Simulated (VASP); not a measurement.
Wanted: the native input for a VASP 6.6.1 run.

- Task: single point
- Functional: PBE
- Potentials or basis: VASP PAW PBE potentials, release 64 (Pd)
- Cutoff: 520 eV
- k mesh: 24 × 24 × 24
- Occupations: gaussian, width 0.15 eV
- Spin: no spin polarisation
- Dipole correction: no
- Further INCAR settings: ALGO = Fast; EDIFF = 1e-06; NBANDS = 11

The structure of Pd lies in POSCAR:

```
Pd
1.0
    0.0000000000      1.9449000000      1.9449000000
    1.9449000000      0.0000000000      1.9449000000
    1.9449000000      1.9449000000      0.0000000000
Pd
1
Direct
    0.0000000000      0.0000000000      0.0000000000
```

The input as run:

INCAR

```
PREC = Accurate ; ENCUT = 520
EDIFF = 1E-6 ; ISMEAR = 0
SIGMA = 0.15 ; LREAL = False
LASPH = True ; NELM = 60
ALGO = Fast ; ISIF = 2
LWAVE = False ; LCHARG = False
GGA = PE ; NBANDS = 11
```

KPOINTS

```
regular mesh
0
Gamma
  24 24 24
```

Potentials or basis: VASP PAW PBE potentials, release 64 (Pd).

Run with:

```sh
$ cat potpaw_PBE.64/Pd/POTCAR > POTCAR
$ mpirun -np 1 vasp_std > vasp.out
```

Results of the run:

```
Pressure               : 7.4 GPa
Band gap on the k mesh : zero (band 5 reaches 10.12 eV, above the bottom of band 6 at 8.53 eV)
```

Wall time 44 s on 1 thread of Intel(R) Xeon(R) Platinum 8259CL CPU @ 2.50GHz (Skylake/Cascade Lake), on a shared host, peak memory 0.18 GiB.
